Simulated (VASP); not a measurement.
## ZrBr5: relaxation of cell and atoms with PBE

Crystal: ZrBr5.

```
Zr Br
1.0
     0.00000    4.27847    4.27847
     4.27847    0.00000    4.27847
     4.27847    4.27847    0.00000
Zr Br
1 5
Direct
  0.00000 0.00000 0.00000
  0.37492 0.87523 0.37492
  0.37492 0.37492 0.37492
  0.75000 0.75000 0.75000
  0.87523 0.37492 0.37492
  0.37492 0.37492 0.87523
```

The cell was built from a structure type or drawn by symmetry, and may not be a known phase.

```json
{"Program": "VASP 6.6.1", "Task": "relaxation of cell and atoms", "Functional": "PBE", "Potentials or basis": "VASP PAW PBE potentials, release 64 (Zr_sv, Br)", "Cutoff": "600 eV", "k mesh": "8 × 8 × 8", "Occupations": "gaussian, width 0.1 eV", "Spin": "no spin polarisation", "Dipole correction": "no", "Further INCAR settings": "ALGO = Normal; EDIFF = 1e-07; IBRION = 2; EDIFFG = -0.01; NSW = 100; ISIF = 3"}
```

```json
{
 "Relaxed volume": "26.11 Å³/atom",
 "Relaxed cell": "a = 6.051 Å, b = 6.051 Å, c = 6.051 Å, α = 60.00°, β = 60.00°, γ = 60.00°",
 "Space group after relaxing (to 0.1 Å)": "F-43m (No. 216)",
 "Energy gained by relaxing": "0.0 meV/atom",
 "Ionic steps": "2",
 "Pressure after relaxing": "0.0 GPa",
 "Band gap on the k mesh": "zero (an odd number of electrons rules out a gap without spin polarisation)"
}
```

Forces on the atoms (eV/Å):
```
Zr   0.000  0.000  0.000
Br   0.001 -0.001  0.001
Br  -0.001 -0.001 -0.001
Br   0.000  0.000  0.000
Br  -0.001  0.001  0.001
Br   0.001  0.001 -0.001
```

Final structure:
```
Zr Br
1.0
     0.00000    4.27872    4.27872
     4.27872    0.00000    4.27872
     4.27872    4.27872    0.00000
Zr Br
1 5
Cartesian
  0.0000 4.2787 4.2787
  5.3494 3.2081 5.3494
  3.2081 3.2081 3.2081
  6.4181 6.4181 6.4181
  3.2081 5.3494 5.3494
  5.3494 5.3494 3.2081
```

Levels at points of the mesh, in eV from the Fermi level:
| k point | band 22 | band 23 | band 24 | band 25 | band 26 | band 27 |
| --- | --- | --- | --- | --- | --- | --- |
| (0.00, 0.00, 0.00) | 0.37 | 0.37 | 0.37 | 0.48 | 0.58 | 0.58 |
| (0.50, 0.00, 0.00) | -0.46 | -0.08 | -0.08 | -0.03 | 0.52 | 0.52 |
| (0.50, 0.50, 0.00) | -1.60 | 0.04 | 0.04 | 0.12 | 0.21 | 0.63 |

Run time: 5.4 min on 1 thread of AMD EPYC 7R13 Processor (Zen 3), with other jobs on the host, peak memory 0.39 GiB.

Caveat: an odd number of electrons without spin polarisation forces a metal; a magnetic or distorted state may lie lower.
